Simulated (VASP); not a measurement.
Set up this calculation in VASP 6.6.1, as the native input.

| Quantity | Value |
| --- | --- |
| Task | single point |
| Functional | PBE |
| Potentials or basis | VASP PAW PBE potentials, release 64 (Bi_d) |
| Cutoff | 520 eV |
| k mesh | 10 × 6 × 6 |
| Occupations | fermi-dirac, width 0.08 eV |
| Spin | no spin polarisation |
| Dipole correction | no |
| Further INCAR settings | ALGO = Normal; EDIFF = 1e-06; NBANDS = 38 |

The structure of Bi lies in POSCAR:

```
Bi
1.0
   -1.7696662591      3.0651518732      0.0000000000
    0.0000000000      0.0000000000      5.8434446936
    5.3089987773      3.0651518731      0.0000000000
Bi
4
Direct
    0.5000000000      0.2500000000      0.1666666670
    0.0000000000      0.2500000000      0.6666666670
    0.0000000000      0.7500000000      0.3333333330
    0.5000000000      0.7500000000      0.8333333330
```

This isn't the form of Bi at room conditions, which is rhombohedral.

The input as run:

INCAR

```
ALGO     = Normal         # electronic algorithm
EDIFF    = 1E-6           # SCF threshold, eV
ENCUT    = 520            # plane-wave cutoff, eV
GGA      = PE             # functional
ISIF     = 2              # what is computed and relaxed
ISMEAR   = -1             # smearing method
LASPH    = True           # aspherical terms in the spheres
LCHARG   = False          # write CHGCAR
LREAL    = False          # projectors in reciprocal space
LWAVE    = False          # write WAVECAR
NBANDS   = 38             # bands
NELM     = 60             # most SCF steps
PREC     = Accurate       # precision mode
SIGMA    = 0.08           # smearing width, eV
```

KPOINTS

```
k-points
0
Gamma
  10 6 6
```

Potentials or basis: VASP PAW PBE potentials, release 64 (Bi_d).

Launch:

```bash
$ cat potpaw_PBE.64/Bi_d/POTCAR > POTCAR
$ mpirun -np 1 vasp_std > vasp.out
```

It gave:

The pressure is -0.2 GPa, the largest force is 0.025 eV/Å and the band gap on the k mesh is zero (bands 30 and 31 overlap by 2.82 eV).

Caveat: spin-orbit coupling is left out, which moves the levels of the heavy elements.

It took 7.2 min on 1 thread of Intel Xeon 8259CL, on a shared host, peak memory 0.46 GiB.
